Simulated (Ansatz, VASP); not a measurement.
## Two plane-wave programs on Al

```xyz
18
Lattice="2.8222 0.0000 0.0000 0.0000 9.2621 0.0000 0.0000 0.0000 24.7764" Properties=species:S:1:pos:R:3 pbc="T T T"
Al    1.4111   -0.0059    7.5117
Al    1.4111    4.6369    7.5117
Al    0.0000    6.9465    8.2312
Al    1.4111    2.3155    9.0142
Al    0.0000   -0.0258    9.9601
Al    0.0000    4.6569    9.9601
Al    1.4111    6.9465   10.7887
Al    0.0000    2.3155   11.5199
Al    1.4111    0.0000   12.3882
Al    1.4111    4.6310   12.3882
Al    0.0000    6.9465   13.2565
Al    1.4111    2.3155   13.9876
Al    0.0000    0.0258   14.8163
Al    0.0000    4.6052   14.8163
Al    1.4111    6.9465   15.7622
Al    0.0000    2.3155   16.5452
Al    1.4111    0.0059   17.2647
Al    1.4111    4.6251   17.2647
```

Alike in both runs: functional r2SCAN; k mesh 12 × 4 × 1; occupations gaussian, width 0.1 eV; no spin polarisation.

Ansatz relaxed the structure, and its values are those at the end. VASP's run is a single point on that final structure, the one shown.

|  | VASP | Ansatz |
| --- | --- | --- |
| version | VASP 6.6.1 | Ansatz 0.2.0 |
| potentials or method | VASP PAW PBE potentials, release 64 (Al), cutoff 520 eV | scalar-relativistic, plane waves, PAW |
| valence electrons in the cell | 54 | 54 |

|  | VASP | Ansatz | Ansatz less VASP |
| --- | --- | --- | --- |
| gap on the k mesh at the Fermi level (eV) | none | none | - |
| rms of the force components (eV/Å) | 0.004 | 0.002 | -0.0018 |

VASP's potentials were made for PBE, not for r2SCAN. A gap of «none» marks a metal or a gap that the smearing closes. Ansatz's warnings: xc potential rough in thin density.
